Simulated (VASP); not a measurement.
Here is a VASP 6.6.1 calculation.

File INCAR:

```
PREC = Accurate
ENCUT = 520
EDIFF = 1E-6
ISMEAR = 0
SIGMA = 0.1
LREAL = False
LASPH = True
NELM = 100
ALGO = Normal
ISIF = 2
LWAVE = False
LCHARG = False
GGA = PE
NBANDS = 19
```

KPOINTS

```
regular mesh
0
Gamma
  6 6 4
```

POSCAR

```
HfBe2Si2
1.0
    3.9430646808      0.0000000000      0.0000000000
   -1.9715323404      3.4147941823      0.0000000000
    0.0000000000      0.0000000000      6.9829121664
Hf Be Si
1 2 2
Direct
    0.0000000000      0.0000000000      0.0000000000
    0.0000000000      0.0000000000      0.3579858237
    0.0000000000      0.0000000000      0.6420141763
    0.3333333333      0.6666666667      0.5000000000
    0.6666666667      0.3333333333      0.5000000000
```

Potentials or basis: VASP PAW PBE potentials, release 64 (Hf_pv, Be, Si).

Command:

```sh
$ cat potpaw_PBE.64/Hf_pv/POTCAR potpaw_PBE.64/Be/POTCAR potpaw_PBE.64/Si/POTCAR > POTCAR
$ mpirun -np 1 vasp_std > vasp.out
```

(1) Estimate the band gap on the k mesh.

(2) Predict the pressure.

Results:

(1) zero (bands 11 and 12 overlap by 0.56 eV).

(2) 0.1 GPa.

Caveat: spin-orbit coupling is left out, which moves the levels of the heavy elements.
